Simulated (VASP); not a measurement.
Wanted: the native input for a VASP 6.6.1 run.

```yaml
Task: single point
Functional: PBE
Potentials_or_basis: VASP PAW PBE potentials, release 64 (Li_sv)
Cutoff: 520 eV
k_mesh: 2 × 4 × 4
Occupations: gaussian, width 0.1 eV
Spin: no spin polarisation
Dipole_correction: no
Further_INCAR_settings: ALGO = Normal; EDIFF = 1e-06; NBANDS = 22
```

The structure of Li lies in POSCAR:

```
Li
1.0
    8.2656351800      0.0000000000      0.0000000000
    0.0000000000      3.8247575800      0.0000000000
    0.0000000000      0.0000000000      4.8019011200
Li
8
Direct
    0.1542829900      0.2500000000      0.5311769800
    0.3457170100      0.7500000000      0.0311769800
    0.6542829900      0.2500000000      0.9688230200
    0.8457170100      0.7500000000      0.4688230200
    0.0564999900      0.7500000000      0.8499500200
    0.4435000100      0.2500000000      0.3499500200
    0.5564999900      0.7500000000      0.6500499800
    0.9435000100      0.2500000000      0.1500499800
```

The cell was generated, and may not be a known phase.

The input as run:

INCAR

```
SYSTEM = Li
PREC     = Accurate       ! precision mode
ENCUT    = 520            ! plane-wave cutoff, eV
EDIFF    = 1E-6           ! SCF threshold, eV
ISMEAR   = 0              ! smearing method
SIGMA    = 0.1            ! smearing width, eV
LREAL    = .FALSE.        ! projectors in reciprocal space
LASPH    = .TRUE.         ! aspherical terms in the spheres
NELM     = 80             ! most SCF steps
ALGO     = Normal         ! electronic algorithm
ISIF     = 2              ! what is computed and relaxed
LWAVE    = .FALSE.        ! write WAVECAR
LCHARG   = .TRUE.         ! write CHGCAR
GGA      = PE             ! functional
LELF     = .TRUE.         ! ELF
LVHAR    = .TRUE.       
NBANDS   = 22             ! bands
```

KPOINTS

```
regular mesh
0
G
  2 4 4
  0 0 0
```

Potentials or basis: VASP PAW PBE potentials, release 64 (Li_sv).

The run is started by

```console
$ cat potpaw_PBE.64/Li_sv/POTCAR > POTCAR
$ mpirun -np 1 vasp_std > vasp.out
```

It gave:

```
Largest force          : 0.297 eV/Å
Band gap on the k mesh : zero (bands 12 and 13 overlap by 1.41 eV)
```

Caveat: the k points lie up to 0.41 Å⁻¹ apart, too coarse for converged energies and pressures of a metal.

It took 52 s on 1 thread of Intel(R) Xeon(R) Platinum 8375C CPU @ 2.90GHz (Ice Lake), with other jobs on the host, peak memory 0.24 GiB.
